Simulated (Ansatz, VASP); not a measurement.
# BiTe in VASP and in Ansatz

```
CELL_PARAMETERS angstrom
0.00000 3.23500 3.23500
3.23500 0.00000 3.23500
3.23500 3.23500 0.00000
ATOMIC_POSITIONS crystal
Bi 0.00000 0.00000 0.00000
Te 0.50000 0.50000 0.50000
```

Alike in both runs: task relaxation of cell and atoms; functional PBE; k mesh 16 × 16 × 16; occupations gaussian, width 0.1 eV; no spin polarisation.

|  | VASP | Ansatz |
| --- | --- | --- |
| version | VASP 6.6.1 | Ansatz 0.2.0 |
| potentials or method | VASP PAW PBE potentials, release 64 (Bi_d, Te), cutoff 600 eV | scalar-relativistic, plane waves, PAW |
| valence electrons in the cell | 21 | 31 |

|  | VASP | Ansatz | Ansatz less VASP |
| --- | --- | --- | --- |
| gap on the k mesh at the Fermi level, each at its own relaxed structure (eV) | none | none | - |
| relaxed volume (Å³/atom) | 34.36 | 34.39 | +0.027 |
| relaxed length of the cell vector where the two differ most in proportion (Å) | 4.598 | 4.599 | +0.0012 |

A gap of «none» marks a metal or a gap that the smearing closes. VASP's potentials hold 21 valence electrons a cell and Ansatz's 31, so a difference there can come from the potentials and not from the codes.

Neither program's run includes spin-orbit coupling.
